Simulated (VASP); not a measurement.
Set up this calculation in VASP 6.6.1, as the native input.

* Task: single point
* Functional: PBEsol
* Potentials or basis: VASP PAW PBE potentials, release 64 (As, Se)
* Cutoff: 520 eV
* k mesh: 12 × 12 × 12
* Occupations: gaussian, width 0.15 eV
* Spin: no spin polarisation
* Dipole correction: no
* Further INCAR settings: ALGO = Normal; EDIFF = 1e-07; NBANDS = 25

The structure of As2Se lies in POSCAR:

```
As2Se
1.0
   -3.7379351216      3.7379351216      2.2540900221
    3.7379351216     -3.7379351216      2.2540900221
    3.7379351216      3.7379351216     -2.2540900221
As Se
4 2
Direct
    0.8750000000      0.1250000000      0.7500000000
    0.3750000000      0.1250000000      0.2500000000
    0.8750000000      0.6250000000      0.7500000000
    0.8750000000      0.1250000000      0.2500000000
    0.5000000000      0.5000000000      0.0000000000
    0.2500000000      0.7500000000      0.5000000000
```

This cell differs from its parent crystal: ratio of the length along z to the lengths across it x 0.8, volume and fractional coordinates fixed.

These files were run (other wordings do the same):

INCAR

```
SYSTEM = As2Se
ALGO     = Normal         ! electronic algorithm
EDIFF    = 1E-7           ! SCF threshold, eV
ENCUT    = 520            ! plane-wave cutoff, eV
GGA      = PS             ! functional
ISIF     = 2              ! what is computed and relaxed
ISMEAR   = 0              ! smearing method
LASPH    = .True.         ! aspherical terms in the spheres
LCHARG   = .True.         ! write CHGCAR
LELF     = .True.         ! ELF
LREAL    = .False.        ! projectors in reciprocal space
LVHAR    = .True.       
LWAVE    = .False.        ! write WAVECAR
NBANDS   = 25             ! bands
NELM     = 60             ! most SCF steps
PREC     = Accurate       ! precision mode
SIGMA    = 0.15           ! smearing width, eV
```

KPOINTS

```
k-points
0
Gamma
  12 12 12
  0 0 0
```

Potentials or basis: VASP PAW PBE potentials, release 64 (As, Se).

The run is started by

```sh
$ cat potpaw_PBE.64/As/POTCAR potpaw_PBE.64/Se/POTCAR > POTCAR
$ mpirun -np 1 vasp_std > vasp.out
```

Results of the run:

| Item | Value |
| --- | --- |
| Pressure | 4.9 GPa |
| Band gap on the k mesh | zero (band 16 reaches 5.69 eV, above the bottom of band 17 at 4.71 eV) |

Caveat: the PAW data sets were made with another functional, which shifts forces and pressure a little.

Run time: 5.6 min on 1 thread of Intel(R) Xeon(R) 6975P-C (Granite Rapids) (shared host), peak memory 0.62 GiB.
